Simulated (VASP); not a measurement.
Input of a VASP 6.6.1 run:

INCAR

```
PREC = Accurate ; ENCUT = 600
EDIFF = 1E-6 ; ISMEAR = 0
SIGMA = 0.1 ; LREAL = F
LASPH = T ; NELM = 100
ALGO = Normal ; ISIF = 3
LWAVE = F ; LCHARG = F
GGA = PE ; IBRION = 2
NSW = 90 ; EDIFFG = -0.04
```

File KPOINTS:

```
regular mesh
0
Gamma
  6 6 4
```

Contents of POSCAR:

```
HfS5
1.0
    4.6146958803      0.0000000000      0.0000000000
   -2.3073479401      3.9964438631      0.0000000000
    0.0000000000      0.0000000000      7.4275995747
Hf S
1 5
Direct
    0.0000000000      0.0000000000      0.0000000000
    0.5000000000      0.0000000000      0.5000000000
    0.5000000000      0.5000000000      0.5000000000
    0.0000000000      0.5000000000      0.5000000000
    0.3333333333      0.6666666667      0.0000000000
    0.6666666667      0.3333333333      0.0000000000
```

Potentials or basis: VASP PAW PBE potentials, release 64 (Hf_pv, S).

Command:

```bash
$ cat potpaw_PBE.64/Hf_pv/POTCAR potpaw_PBE.64/S/POTCAR > POTCAR
$ mpirun -np 1 vasp_std > vasp.out
```

Question: What does it give for the band gap on the k mesh?

Answer: Zero (band 20 reaches 5.65 eV, above the bottom of band 21 at 3.83 eV).

Question: Predict the relaxed volume.

Answer: 21.43 Å³/atom.

Question: What does it give for the relaxed cell?

Answer: a = 4.643 Å, b = 4.643 Å, c = 6.887 Å, α = 90.00°, β = 90.00°, γ = 120.00°.

The path:
```csv
step,energy change (eV),largest force (eV/Å),pressure (GPa),volume (Å³)
1,0.0000,0.0000,1.12,136.98
2,-0.0052,0.0000,-2.15,140.14
3,-0.0205,0.0000,-0.70,138.67
4,-0.0311,0.0000,-0.68,137.30
5,-0.0565,0.0000,-0.57,133.19
6,-0.0545,0.0000,-0.03,125.00
7,-0.0664,0.0000,-0.40,129.58
8,-0.0666,0.0000,-0.37,129.08
9,-0.0590,0.0000,1.26,127.03
10,-0.0674,0.0000,0.01,128.60
```

Caveat: spin-orbit coupling is left out, which moves the levels of the heavy elements.
